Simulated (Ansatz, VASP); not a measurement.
Given: the input of a run of Ansatz 0.2.0 on PbS.

The input input.yaml:

```yaml
crystal:
  lattice:
    - [3.653659, 0.0, 0.0]
    - [0.0, 3.653659, 0.0]
    - [0.0, 0.0, 3.653659]
  atoms:
    - { symbol: Pb, position: [0.0, 0.0, 0.0] }
    - { symbol: S, position: [0.5, 0.5, 0.5] }
hamiltonian:
  xc: { exchange: pbe, correlation: pbe, exx: { coeff: 0.05, omega: 0.2 } }
  pseudopotentials: { kind: paw }
kpoints:
  mp_grid: { grid: [4, 4, 4] }
scf:
  occupations: { method: fermi_dirac, width: 0.05 }
output:
  forces: true
  stress: true
  eigenvalues: true
```

Potentials or basis: Ansatz PAW.

Launch:

```bash
$ ansatz run input.yaml --threads 2 --pin off --max-ram 5632MiB --backend cpu --events-out ev --progress --plain --runs-dir out
```

**Question.** Set up the same calculation for VASP 6.6.1. Potentials there: VASP PAW PBE potentials, release 64 (Pb_d, S).

**Answer.** As run (the cutoff follows the program's own potentials):

File POSCAR:

```
PbS
1.0
    3.6536590000      0.0000000000      0.0000000000
    0.0000000000      3.6536590000      0.0000000000
    0.0000000000      0.0000000000      3.6536590000
Pb S
1 1
Direct
    0.0000000000      0.0000000000      0.0000000000
    0.5000000000      0.5000000000      0.5000000000
```

Contents of INCAR.step1:

```
SYSTEM = PbS
PREC = Accurate
ENCUT = 520
EDIFF = 1E-5
ISMEAR = -1
SIGMA = 0.05
LREAL = .False.
LASPH = .True.
NELM = 100
ALGO = Normal
ISIF = 2
LWAVE = .True.
GGA = PE
NBANDS = 17
```

INCAR.step2

```
SYSTEM = PbS
PREC = Accurate
ENCUT = 520
EDIFF = 1E-6
ISMEAR = -1
SIGMA = 0.05
LREAL = .False.
LASPH = .True.
NELM = 100
ALGO = Normal
ISIF = 2
LWAVE = .False.
LCHARG = .True.
GGA = PE
LHFCALC = .True.
AEXX = 0.05
HFSCREEN = 0.2
PRECFOCK = Normal
LELF = .True.
LVHAR = .True.
ISTART = 1
NBANDS = 17
```

File KPOINTS:

```
regular mesh
0
Gamma
  4 4 4
  0 0 0
```

Potentials or basis: VASP PAW PBE potentials, release 64 (Pb_d, S).

Run with:

```console
$ cat potpaw_PBE.64/Pb_d/POTCAR potpaw_PBE.64/S/POTCAR > POTCAR
$ cp INCAR.step1 INCAR
$ mpirun -np 1 vasp_std > vasp.out
$ cp INCAR.step2 INCAR
$ mpirun -np 1 vasp_std > vasp.out
```

Both were run:

|  | VASP | Ansatz | Ansatz less VASP |
| --- | --- | --- | --- |
| gap on the k mesh at the Fermi level (eV) | none | none | - |
| pressure (GPa) | -1.0 | -0.9 | +0.10 |

VASP's potentials were made for PBE, not for PBE-based screened hybrid. A gap of «none» marks a metal or a gap that the smearing closes.

The k mesh is coarse, so the values compare programs but aren't converged. Neither program's run includes spin-orbit coupling.
